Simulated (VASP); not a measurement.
Wanted: the native input for a VASP 6.6.1 run.

```
Task                   : single point
Functional             : PBEsol
Dispersion             : D3(BJ)
Potentials or basis    : VASP PAW PBE potentials, release 64 (Ag)
Cutoff                 : 520 eV
k mesh                 : 11 × 11 × 11
Occupations            : fermi-dirac, width 0.1 eV
Spin                   : no spin polarisation
Dipole correction      : no
Further INCAR settings : ALGO = Normal; EDIFF = 1e-07; NBANDS = 12
```

The structure of Ag lies in POSCAR:

```
Ag
1.0
    0.0000000000      2.0427500000      2.0427500000
    2.0427500000      0.0000000000      2.0427500000
    2.0427500000      2.0427500000      0.0000000000
Ag
1
Direct
    0.0000000000      0.0000000000      0.0000000000
```

These files were run (other wordings do the same):

INCAR

```
SYSTEM = Ag
PREC = Accurate ; ENCUT = 520
EDIFF = 1E-7 ; ISMEAR = -1
SIGMA = 0.1 ; LREAL = .FALSE.
LASPH = .TRUE. ; NELM = 60
ALGO = Normal ; ISIF = 2
LWAVE = .FALSE. ; LCHARG = .FALSE.
GGA = PS ; IVDW = 12
NBANDS = 12
```

KPOINTS

```
Automatic mesh
0
G
  11 11 11
  0 0 0
```

Potentials or basis: VASP PAW PBE potentials, release 64 (Ag).

Run with:

```bash
$ cat potpaw_PBE.64/Ag/POTCAR > POTCAR
$ mpirun -np 1 vasp_std > vasp.out
```

Results of the run:

```yaml
Pressure: -8.2 GPa
Dispersion_energy_per_atom: -0.545 eV
```

Caveat: three body term missing; the PAW data sets were made with another functional, which shifts forces and pressure a little; pairwise dispersion overbinds metals, which lowers pressure and volume.

Run time: 11 s on 1 thread of Intel(R) Xeon(R) Platinum 8375C CPU @ 2.90GHz (Ice Lake), with other jobs on the host, peak memory 0.15 GiB.
